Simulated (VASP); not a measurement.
# C in VASP: notebook, part 3 of 3

VASP 6.6.1.

### 6 G0W0 quasiparticle levels, PBE

This run uses another cell than the first one, of 5.84 Å³/atom, 1.036 times its volume.

Input file POSCAR:

```
C
1.0
    0.0000000000      1.8157266254      1.7726397714
    1.8157266254      0.0000000000      1.7726397714
    1.8157266254      1.8157266254      0.0000000000
C
2
Direct
    0.0000000000      0.0000000000      0.0000000000
    0.2500000000      0.2500000000      0.2500000000
```

Input file INCAR.step1:

```
ALGO = Normal
EDIFF = 1E-8
ENCUT = 500
GGA = PE
ISMEAR = 0
LASPH = T
LCHARG = F
LREAL = F
LWAVE = T
NELM = 80
PREC = Accurate
SIGMA = 0.01
```

Input file INCAR.step2:

```
ALGO = Exact
EDIFF = 1E-8
ENCUT = 500
GGA = PE
ISMEAR = 0
ISTART = 1
LASPH = T
LCHARG = F
LOPTICS = T
LREAL = F
LWAVE = T
NBANDS = 52
NELM = 1
PREC = Accurate
SIGMA = 0.01
```

Input file INCAR.step3:

```
ALGO = EVGW0
EDIFF = 1E-8
ENCUT = 500
ENCUTGW = 150.0
GGA = PE
ISMEAR = 0
ISTART = 1
LASPH = T
LCHARG = F
LREAL = F
LWAVE = F
NBANDS = 52
NBANDSGW = 12
NELMGW = 1
NOMEGA = 48
PREC = Accurate
PRECFOCK = Fast
SIGMA = 0.01
```

Input file KPOINTS:

```
k-points
0
Gamma
  6 6 6
```

Potentials or basis: VASP PAW PBE potentials, release 64 (C_GW).

Command:

```bash
$ cat potpaw_PBE.64/C_GW/POTCAR > POTCAR
$ cp INCAR.step1 INCAR
$ mpirun -np 1 vasp_std > vasp.out
$ cp INCAR.step2 INCAR
$ mpirun -np 1 vasp_std > vasp.out
$ cp INCAR.step3 INCAR
$ mpirun -np 1 vasp_std > vasp.out
```

OUTCAR:

```text
EDIFF = 1E-8
   ENCUT = 500
   ENCUTGW = 150.0
   GGA = PE
   ISMEAR = 0
   ISTART = 1
   LASPH = T
   LREAL = F
   NELMGW = 1
   PREC = Accurate
   PRECFOCK = Fast

 ion  position               nearest neighbor table
   1  0.000  0.000  0.000-   2 1.56   2 1.56   2 1.56   2 1.56
   2  0.250  0.250  0.250-   1 1.56   1 1.56   1 1.56   1 1.56

  LATTYP: Found a body centered tetragonal cell.
 ALAT       =     2.5678252192
 C/A-ratio  =     1.3806545384

  Lattice vectors:

 A1 = (   0.0000000000,  -1.8157266254,  -1.7726397714)
 A2 = (   0.0000000000,   1.8157266254,  -1.7726397714)
 A3 = (   1.8157266254,   0.0000000000,   1.7726397714)

Analysis of symmetry for initial positions (statically):
=====================================================================
 Subroutine PRICEL returns:
 Original cell was already a primitive cell.

 Routine SETGRP: Setting up the symmetry group for a
 body centered tetragonal supercell.

 Subroutine GETGRP returns: Found 16 space group operations
 (whereof  8 operations were pure point group operations)
 out of a pool of 16 trial point group operations.

The static configuration has the point symmetry D_2d.
 The point group associated with its full space group is D_4h.

Analysis of symmetry for dynamics (positions and initial velocities):
=====================================================================
 Subroutine PRICEL returns:
 Original cell was already a primitive cell.

 Routine SETGRP: Setting up the symmetry group for a
 body centered tetragonal supercell.

[... 124 lines left out ...]
     AMIX     =   0.40;   BMIX     =  1.00
     AMIX_MAG =   1.60;   BMIX_MAG =  1.00
  volume/ion in A,a.u.               =       5.84        39.44
  Fermi-wavevector in a.u.,A,eV,Ry     =   1.442739  2.726381 28.320459  2.081495
  Thomas-Fermi vector in A             =   2.561225
   LORBIT       =      0    0 simple, 1 ext, 2 COOP (PROOUT), +10 PAW based schemes
   GGA     = PE    functional components
   LHFCALC =     T    Hartree Fock is set to
   PRECFOCK=fast      Normal, Fast or Accurate (Low or Medium for compatibility)
   ENCUT4O =  -1.0   cutoff for four orbital integrals eV
   NKREDX  =     1    reduce k-point grid by
   NKREDY  =     1    reduce k-point grid by
   NKREDZ  =     1    reduce k-point grid by
   AEXX    =    1.0000 exact exchange contribution
   HFSCREEN=    0.0000 screening length (either q_TF or 0.3 A-1)
   HFSCREENC=   0.0000 screening length for correlation (either q_TF or 0.3 A-1)
   ENCUTFOCK=  -1.0 apply spherical cutoff to Coloumb kernel
   IVDW    =     0    specifies the selected vdW correction
   LEPSILON=     F    determine dielectric tensor
   LRPA    =     F    only Hartree local field effects (RPA)
   LRPAFORCE           =     F    calculate RPA forces
   ENCUTGW             = 150.0    cutoff for response function in eV
   ENCUTGWSOFT         = 120.0    soft cutoff for Coulomb kernel in GW response function in eV
   ENCUTLF             =  -1.0    cutoff for local field effects
   NELMGW              =     1    number of iterations in solving QP/BSE equation
   NELMHF              =     1    number of iterations in the inner HF iteration
   NKREDLFX            =     1    NKREDLFY  =   1   NKREDLFZ  =   1
 non-spin polarized calculation
 Gauss-broadening in eV      SIGMA  =   0.01
  energy-cutoff  :      500.00
  volume of cell :       11.69
 maximum number of plane-waves:       306
 NGX is ok and might be reduce to    20
  NGX = 12; NGY = 12; NGZ = 12
   NGX =  9   NGY =  9   NGZ =  9
 maximum number of plane-waves:        59

 QP shifts <psi_nk| G(iteration)W_0 |psi_nk>: iteration 1
 for sc-GW calculations column KS-energies equals QP-energies in previous step
 and V_xc(KS)=  KS-energies - (<T + V_ion + V_H > + <T+V_H+V_ion>^1  + <V_x>^1)

 k-point   1 :       0.0000    0.0000    0.0000
  band No.  KS-energies  QP-energies   sigma(KS)   V_xc(KS)     V^pw_x(r,r')   Z            occupation Imag(sigma)

      1     -11.7411     -13.3322     -16.7892     -14.6774     -25.2299       0.7535       2.0000       1.4592
      2       9.2213       8.7005     -17.3264     -16.6939     -19.0839       0.8233       2.0000       0.0778
      3       9.2213       8.7005     -17.3264     -16.6939     -19.0839       0.8233       2.0000       0.0778
      4       9.5662       9.0551     -17.2762     -16.6555     -18.9688       0.8235       2.0000       0.0762
      5      14.6548      15.8087     -14.0247     -15.4330      -9.2779       0.8194       0.0000      -0.1067
      6      14.9484      16.0992     -14.0106     -15.4148      -9.2061       0.8196       0.0000      -0.1078
      7      14.9484      16.0992     -14.0106     -15.4148      -9.2061       0.8196       0.0000      -0.1078
      8      21.9692      23.0640     -14.9284     -16.3484      -7.8850       0.7709       0.0000      -0.2465
      9      28.2584      28.6256     -11.2546     -11.7100      -4.2666       0.8063       0.0000      -0.4098
     10      34.9395      36.0245     -12.3871     -13.6960      -5.8526       0.8289       0.0000      -0.5619
     11      36.0647      37.1458     -12.3636     -13.6735      -5.7122       0.8253       0.0000      -0.6308
     12      36.1265      36.6803     -10.6590     -11.3283      -3.2173       0.8273       0.0000      -1.0483
[... 356 lines left out ...]
      1      -5.3690      -6.7049     -17.0439     -15.2676     -23.6882       0.7520       2.0000       0.6528
      2      -0.8079      -2.0406     -17.4121     -15.8022     -22.5562       0.7657       2.0000       0.3011
      3       1.9213       0.8808     -16.3615     -15.0483     -20.0827       0.7923       2.0000       0.1741
      4       3.9749       3.0609     -16.8884     -15.7472     -20.1659       0.8010       2.0000       0.1376
      5      14.7109      15.4410     -12.8692     -13.7493      -7.9471       0.8295       0.0000      -0.1138
      6      17.7424      18.6242     -12.9338     -14.0115      -7.3799       0.8182       0.0000      -0.1428
      7      23.5993      25.1071     -14.4429     -16.4031      -6.9994       0.7692       0.0000      -0.3034
      8      24.2220      25.7146     -14.5859     -16.5388      -6.9591       0.7643       0.0000      -0.3279
      9      29.9413      31.1006     -13.3938     -14.8793      -5.4286       0.7804       0.0000      -0.5814
     10      32.1155      33.3058     -13.4666     -15.0018      -4.9697       0.7754       0.0000      -0.7550
     11      38.0678      39.0117     -12.0694     -13.2309      -4.5835       0.8127       0.0000      -0.9245
     12      42.3345      43.0759     -11.4213     -12.3341      -3.4033       0.8122       0.0000      -1.2100

 [... further k-points ...]
```

OUTCAR.step1:

```text
EDIFF = 1E-8
   ENCUT = 500
   GGA = PE
   ISMEAR = 0
   LASPH = T
[... 488 lines left out ...]
 -----------------------------------------------------------------------------------
      0.00000      0.00000      0.00000        -0.000000     -0.000000     -0.000000
      0.90786      0.90786      0.88632         0.000000      0.000000      0.000000
 -----------------------------------------------------------------------------------
    total drift:                                0.000000      0.000000      0.000000

  FREE ENERGIE OF THE ION-ELECTRON SYSTEM (eV)
  ---------------------------------------------------
  free  energy   TOTEN  =       -18.1712802027 eV

  energy  without entropy=      -18.1712802027  energy(sigma->0) =      -18.17128020
```

It took 3 min on 1 thread of Intel Xeon 8259CL, shared host; peak memory 0.24 GiB.

Results:

| Item | Value |
| --- | --- |
| Band gap on the k mesh, mean-field level | 3.49 eV, indirect (least direct gap 5.09 eV) |
| Quasiparticle gap | 4.74 eV |
| Least direct quasiparticle gap | 6.75 eV |

Levels at points of the mesh, in eV from the valence-band top:
```tsv
k point	band 1	band 2	band 3	band 4	band 5	band 6	band 7	band 8
(0.00, 0.00, 0.00)	-21.31	-0.34	-0.34	0.00	5.09	5.38	5.38	12.40
(0.50, 0.00, 0.00)	-15.70	-13.28	-3.16	-2.75	7.78	8.01	8.63	15.20
(0.50, 0.50, 0.00)	-12.55	-12.55	-6.58	-6.58	4.10	4.10	16.21	16.21
(0.50, 0.00, 0.50)	-12.91	-12.91	-6.23	-6.23	4.65	4.65	16.06	16.06
```

Caveat: the k points lie up to 0.50 Å⁻¹ apart; the cutoff is under 1.25 times the usual one of these potentials, so pressure, stress and relaxed cells hold a basis-set (Pulay) error; bands, screening cutoff and mesh are small and nothing is extrapolated, so the quasiparticle values aren't converged. A k mesh can miss the band edges.
